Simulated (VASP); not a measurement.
Write the native input for VASP 6.6.1 that does the following.

```
Task                   : single point
Functional             : PBE
Potentials or basis    : VASP PAW PBE potentials, release 64 (Ta_pv, N)
Cutoff                 : 520 eV
k mesh                 : 12 × 12 × 6
Occupations            : gaussian, width 0.05 eV
Spin                   : no spin polarisation
Dipole correction      : no
Further INCAR settings : ALGO = Normal; EDIFF = 1e-06; NBANDS = 20
```

The structure of Ta2N lies in POSCAR:

```
Ta2N
1.0
    3.1128615060      0.0000000000      0.0000000000
   -1.5564307530      2.6958171426      0.0000000000
    0.0000000000      0.0000000000      4.8698410000
Ta N
2 1
Direct
    0.6666666700      0.3333333300      0.7452890000
    0.3333333300      0.6666666700      0.2547110000
    0.0092736260      0.0185472520      0.0000000000
```

One way to write it, as run:

INCAR

```
SYSTEM = Ta2N
ALGO = Normal ; EDIFF = 1E-6
ENCUT = 520 ; GGA = PE
ISIF = 2 ; ISMEAR = 0
LASPH = .TRUE. ; LCHARG = .FALSE.
LREAL = .FALSE. ; LWAVE = .FALSE.
NBANDS = 20 ; NELM = 100
PREC = Accurate ; SIGMA = 0.05
```

KPOINTS

```
k-points
0
G
  12 12 6
  0 0 0
```

Potentials or basis: VASP PAW PBE potentials, release 64 (Ta_pv, N).

Launch:

```console
$ cat potpaw_PBE.64/Ta_pv/POTCAR potpaw_PBE.64/N/POTCAR > POTCAR
$ mpirun -np 1 vasp_std > vasp.out
```

Results of the run:

```yaml
Pressure: -0.7 GPa
Largest_force: 0.626 eV/Å
```

It took 110 s on 1 thread of Intel(R) Xeon(R) Platinum 8259CL CPU @ 2.50GHz (Skylake/Cascade Lake), on a shared host, peak memory 0.29 GiB.
